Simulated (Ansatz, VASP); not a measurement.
## One calculation of MoN2, two programs

```xyz
6
Lattice="4.3331 -0.0433 0.0000 -0.0433 4.3331 0.0000 0.0000 0.0000 2.7519" Properties=species:S:1:pos:R:3 pbc="T T T"
Mo    2.1449    2.1449    0.0000
Mo    0.0000    0.0000    0.0000
N     3.8305    1.6423    1.3759
N     0.4592    2.6474    1.3759
N     1.6760    0.4689    1.3759
N     2.6138    3.8208    1.3759
```

Change from the starting cell: strain -0.0200 x Voigt [0, 0, 0, 0, 0, 1], atoms carried along.

Alike in both runs: task single point; functional PBE; k mesh 12 × 12 × 18; occupations gaussian, width 0.15 eV; no spin polarisation.

```csv
,VASP,Ansatz
version,VASP 6.6.1,Ansatz 0.2.0
potentials or method,"VASP PAW PBE potentials, release 64 (Mo_sv, N), cutoff 520 eV","scalar-relativistic, plane waves, PAW"
valence electrons in the cell,48,48
```

VASP gave:

```
gap on the k mesh at the Fermi level (eV)                     : none
pressure (GPa)                                                : 0.8
traceless stress, the component that is largest in VASP (GPa) : 5.61
rms of the force components (eV/Å)                            : 0.100
```

Which values does Ansatz return?

gap on the k mesh at the Fermi level (eV): none; pressure (GPa): 0.3; traceless stress, the component that is largest in VASP (GPa): 5.57; rms of the force components (eV/Å): 0.087.

Atom by atom the forces differ by 0.039 eV/Å (rms over components). A gap of «none» marks a metal or a gap that the smearing closes.
